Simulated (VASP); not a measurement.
A run of VASP 6.6.1 is set up as follows.

INCAR

```
SYSTEM = AlN
ALGO     = Normal         ! electronic algorithm
EDIFF    = 1E-7           ! SCF threshold, eV
ENCUT    = 520            ! plane-wave cutoff, eV
GGA      = PS             ! functional
ISIF     = 2              ! what is computed and relaxed
ISMEAR   = 0              ! smearing method
LASPH    = .True.         ! aspherical terms in the spheres
LCHARG   = .True.         ! write CHGCAR
LELF     = .True.         ! ELF
LREAL    = .False.        ! projectors in reciprocal space
LVHAR    = .True.       
LWAVE    = .False.        ! write WAVECAR
NBANDS   = 11             ! bands
NELM     = 60             ! most SCF steps
PREC     = Accurate       ! precision mode
SIGMA    = 0.05           ! smearing width, eV
```

KPOINTS

```
k-points
0
Gamma
  14 14 14
  0 0 0
```

Contents of POSCAR:

```
AlN
1.0
    0.0000000000      2.0492310490      2.0492310490
    2.0492310490      0.0000000000      2.0492310490
    2.0492310490      2.0492310490      0.0000000000
Al N
1 1
Direct
    0.0000000000      0.0000000000      0.0000000000
    0.5000000000      0.5000000000      0.5000000000
```

Potentials or basis: VASP PAW PBE potentials, release 64 (Al, N).

Run with:

```sh
$ cat potpaw_PBE.64/Al/POTCAR potpaw_PBE.64/N/POTCAR > POTCAR
$ mpirun -np 1 vasp_std > vasp.out
```

Task: Predict the pressure.

Result: -9.6 GPa.

Task: Estimate the band gap on the k mesh.

Result: 4.17 eV (least direct gap 5.10 eV).

Caveat: the cell stands under tension; the PAW data sets were made with another functional, which shifts forces and pressure a little. A k mesh can miss the band edges.
